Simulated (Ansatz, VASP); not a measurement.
**Two plane-wave programs on SnO**

The input INCAR:

```
SYSTEM = SnO
PREC     = Accurate       ! precision mode
ENCUT    = 520            ! plane-wave cutoff, eV
EDIFF    = 1E-6           ! SCF threshold, eV
ISMEAR   = 0              ! smearing method
SIGMA    = 0.15           ! smearing width, eV
LREAL    = .False.        ! projectors in reciprocal space
LASPH    = .True.         ! aspherical terms in the spheres
NELM     = 60             ! most SCF steps
ALGO     = Normal         ! electronic algorithm
ISIF     = 2              ! what is computed and relaxed
LWAVE    = .False.        ! write WAVECAR
LCHARG   = .False.        ! write CHGCAR
NBANDS   = 28             ! bands
```

File KPOINTS:

```
regular mesh
0
Gamma
  12 12 10
  0 0 0
```

POSCAR

```
SnO
1.0
    3.7115487587      0.0000000000      0.0000000000
    0.0000000000      3.7115487587      0.0000000000
    0.0000000000      0.0000000000      5.1787239829
Sn O
2 2
Direct
    0.0000000000      0.5000000000      0.2457459271
    0.5000000000      0.0000000000      0.7542540729
    0.0000000000      0.0000000000      0.0000000000
    0.5000000000      0.5000000000      0.0000000000
```

Input for Ansatz:

```yaml
crystal:
  lattice:
    - [3.7115487587, 0.0, 0.0]
    - [0.0, 3.7115487587, 0.0]
    - [0.0, 0.0, 5.1787239829]
  atoms:
    - { symbol: Sn, position: [0.0, 0.5, 0.2457459271] }
    - { symbol: Sn, position: [0.5, 0.0, 0.7542540729] }
    - { symbol: O, position: [0.0, 0.0, 0.0] }
    - { symbol: O, position: [0.5, 0.5, 0.0] }
basis:
  ecutwfc: 520.0
kpoints:
  mp_grid: { grid: [12, 12, 10] }
hamiltonian:
  xc: lda
scf:
  occupations: { method: gaussian, width: 0.15 }
output:
  forces: true
  stress: true
  eigenvalues: true
  write_density: true
  write_potential: true
  elf: true
  volumetric_format: npy
```

Alike in both runs: task single point; functional LDA; k mesh 12 × 12 × 10; occupations gaussian, width 0.15 eV; no spin polarisation.

```csv
,VASP,Ansatz
version,VASP 6.6.1,Ansatz 0.2.0
potentials or method,"VASP PAW LDA potentials, release 64 (Sn_d, O), cutoff 520 eV","scalar-relativistic, plane waves, PAW"
valence electrons in the cell,40,40
```

VASP gave:

- gap on the k mesh at the Fermi level (eV): none
- pressure (GPa): -5.5
- traceless stress, the component that is largest in VASP (GPa): -6.51
- rms of the force components (eV/Å): 0.711

Question: What did Ansatz give for the same quantities?

Answer: gap on the k mesh at the Fermi level (eV): none; pressure (GPa): -5.8; traceless stress, the component that is largest in VASP (GPa): -6.56; rms of the force components (eV/Å): 0.754.

LDA's correlation is that of Perdew and Zunger in VASP and of Perdew and Wang (1992) in Ansatz. Atom by atom the forces differ by 0.043 eV/Å (rms over components). A gap of «none» marks a metal or a gap that the smearing closes.
